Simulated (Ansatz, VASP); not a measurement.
# One calculation of Si3WN, two programs

```
Si W N
1.0
     3.94666    0.00000    0.00000
     0.00000    3.94666    0.00000
     0.00000    0.00000    3.94666
Si W N
3 1 1
Direct
  0.00000 0.50000 0.50000
  0.50000 0.50000 0.00000
  0.50000 0.00000 0.50000
  0.00000 0.00000 0.00000
  0.50000 0.50000 0.50000
```

Change from the starting cell: species swapped into the Sc3SnC type (Pm-3m, No. 221).

Alike in both runs: task relaxation of cell and atoms; functional PBE; k mesh 10 × 10 × 10; occupations gaussian, width 0.1 eV; no spin polarisation.

|  | VASP | Ansatz |
| --- | --- | --- |
| version | VASP 6.6.1 | Ansatz 0.2.0 |
| potentials or method | VASP PAW PBE potentials, release 64 (Si, W_sv, N), cutoff 600 eV | scalar-relativistic, plane waves, PAW |
| valence electrons in the cell | 31 | 31 |

```csv
,VASP,Ansatz,Ansatz less VASP
"gap on the k mesh at the Fermi level, each at its own relaxed structure (eV)",none,none,-
relaxed volume (Å³/atom),12.38,12.37,-0.005
relaxed cell length with the largest relative difference (Å),3.956,3.955,-0.0006
```

A gap of «none» marks a metal or a gap that the smearing closes.

Neither program's run includes spin-orbit coupling.
